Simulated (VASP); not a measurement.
Here is a VASP 6.6.1 calculation.

The input INCAR:

```
SYSTEM = CaCu12
  PREC = Accurate
  ENCUT = 520
  EDIFF = 1E-7
  ISMEAR = 0
  SIGMA = 0.05
  LREAL = .False.
  LASPH = .True.
  NELM = 60
  ALGO = Normal
  ISIF = 2
  LWAVE = .False.
  LCHARG = .False.
  GGA = PS
  NBANDS = 83
```

File KPOINTS:

```
regular mesh
0
Gamma
  4 4 1
  0 0 0
```

The input POSCAR:

```
CaCu12
1.0
    5.1053110000      0.0000000000      0.0000000000
    2.5526550000      4.4213290000      0.0000000000
    0.0000000000      0.0000000000     17.1684690000
Cu Ca
12 1
Direct
    0.1666667000      0.1666667000      0.0582463000
    0.6666667000      0.1666667000      0.0582463000
    0.1666667000      0.6666667000      0.0582463000
    0.6666667000      0.6666667000      0.0582463000
   -0.1691924185      0.3364341369      0.1763786877
    0.3327426403      0.3361886188      0.1766046839
   -0.1652267004      0.8295687787      0.1732313364
    0.3346958870      0.8307051853      0.1748475917
   -0.0047048913     -0.0039942181      0.2880009375
    0.5080212513     -0.0040784197      0.2888271631
    0.0017021966      0.4964091072      0.2975590962
    0.5003532283      0.4993784876      0.2999224878
    0.2334609507      0.0181660585      0.4239951143
```

Potentials or basis: VASP PAW PBE potentials, release 64 (Cu, Ca_sv).

Command:

```console
$ cat potpaw_PBE.64/Cu/POTCAR potpaw_PBE.64/Ca_sv/POTCAR > POTCAR
$ mpirun -np 1 vasp_std > vasp.out
```

Question: Predict the largest force.

Answer: 0.111 eV/Å.

Question: Predict the band gap on the k mesh.

Answer: Zero (band 71 reaches 1.06 eV, above the bottom of band 72 at 1.04 eV).

Forces on the atoms (eV/Å):
```
Cu   0.003  0.046  0.025
Cu  -0.004  0.056  0.050
Cu   0.032 -0.052 -0.080
Cu  -0.034 -0.049 -0.093
Cu  -0.007  0.003  0.001
Cu   0.008  0.001  0.002
Cu  -0.001  0.001  0.004
Cu   0.002 -0.006  0.000
Cu  -0.003 -0.001  0.012
Cu   0.002  0.000  0.011
Cu   0.001  0.000  0.018
Cu  -0.001 -0.004  0.024
Ca   0.003  0.005  0.027
```

Caveat: the PAW data sets were made with another functional, which shifts forces and pressure a little.
